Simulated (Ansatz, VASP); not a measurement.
## SnSe2 in VASP and in Ansatz

```
CELL_PARAMETERS angstrom
3.81461 0.00000 0.00000
-1.90730 3.30355 0.00000
0.00000 0.00000 6.74003
ATOMIC_POSITIONS crystal
Sn 0.00000 0.00000 0.00000
Se 0.33333 0.66667 0.26513
Se 0.66667 0.33333 0.73487
```

Alike in both runs: task single point; functional PBE; dispersion D3(BJ); k mesh 12 × 12 × 6; occupations gaussian, width 0.03 eV; no spin polarisation.

|  | VASP | Ansatz |
| --- | --- | --- |
| version | VASP 6.6.1 | Ansatz 0.2.0 |
| potentials or method | VASP PAW PBE potentials, release 64 (Sn_d, Se), cutoff 500 eV | scalar-relativistic, plane waves, PAW |
| valence electrons in the cell | 26 | 46 |

Ansatz gave:

```
gap on the k mesh at the Fermi level (eV)                     : none
pressure (GPa)                                                : -5.2
traceless stress, the component that is largest in VASP (GPa) : -5.31
rms of the force components (eV/Å)                            : 0.624
```

Question: What did VASP give for the same quantities?

Answer: gap on the k mesh at the Fermi level (eV): none; pressure (GPa): -5.2; traceless stress, the component that is largest in VASP (GPa): -5.29; rms of the force components (eV/Å): 0.619.

Atom by atom the forces differ by 0.005 eV/Å (rms over components). A gap of «none» marks a metal or a gap that the smearing closes. VASP's potentials hold 26 valence electrons a cell and Ansatz's 46, so a difference there can come from the potentials and not from the codes.
